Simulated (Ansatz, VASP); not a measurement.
# One calculation of Ba, two programs

```xyz
1
Lattice="-2.5500 2.5000 2.5000 2.5500 -2.5000 2.5000 2.5500 2.5000 -2.5000" Properties=species:S:1:pos:R:3 pbc="T T T"
Ba    0.0000    0.0000    0.0000
```

Change from the starting cell: strain +0.0200 x Voigt [1, 0, 0, 0, 0, 0], atoms carried along.

Alike in both runs: task single point; functional PBEsol; k mesh 14 × 14 × 14; occupations gaussian, width 0.15 eV; no spin polarisation.

```csv
,VASP,Ansatz
version,VASP 6.6.1,Ansatz 0.2.0
potentials or method,"VASP PAW PBE potentials, release 64 (Ba_sv), cutoff 520 eV","scalar-relativistic, plane waves, PAW"
valence electrons in the cell,10,10
```

```tsv
	VASP	Ansatz	Ansatz less VASP
gap on the k mesh at the Fermi level (eV)	none	none	-
pressure (GPa)	-0.7	-0.7	-0.06
traceless stress, the component that is largest in VASP (GPa)	-0.05	-0.05	+0.001
```

VASP's potentials were made for PBE, not for PBEsol. A gap of «none» marks a metal or a gap that the smearing closes. The functional is the same, so the differences come from potentials, cutoffs and numerics.

Spin-orbit coupling is off throughout.
